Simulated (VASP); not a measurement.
Input of a VASP 6.6.1 run:

Contents of INCAR:

```
ALGO     = Normal         # electronic algorithm
EDIFF    = 1E-6           # SCF threshold, eV
ENCUT    = 750            # plane-wave cutoff, eV
GGA      = PE             # functional
GGA_COMPAT= False        
ISIF     = 2              # what is computed and relaxed
ISMEAR   = 0              # smearing method
LASPH    = True           # aspherical terms in the spheres
LCHARG   = False          # write CHGCAR
LREAL    = False          # projectors in reciprocal space
LWAVE    = False          # write WAVECAR
NBANDS   = 13             # bands
NELM     = 120            # most SCF steps
PREC     = Accurate       # precision mode
SIGMA    = 0.01           # smearing width, eV
```

The input KPOINTS:

```
k-points
0
Gamma
  6 6 6
```

POSCAR

```
Li2S
1.0
    0.0000000000      2.8452955568      2.8452955568
    2.8452955568      0.0000000000      2.8452955568
    2.8452955568      2.8452955568      0.0000000000
Li S
2 1
Direct
    0.7500000000      0.7500000000      0.7500000000
    0.2500000000      0.2500000000      0.2500000000
    0.0000000000      0.0000000000      0.0000000000
```

Potentials or basis: VASP PAW PBE potentials, release 64 (Li_sv, S).

Run with:

```console
$ cat potpaw_PBE.64/Li_sv/POTCAR potpaw_PBE.64/S/POTCAR > POTCAR
$ mpirun -np 1 vasp_std > vasp.out
```

(1) Estimate the pressure.

(2) What does it give for the band gap on the k mesh?

Answers

(1) 0.2 GPa.

(2) 3.39 eV (least direct gap 4.29 eV).
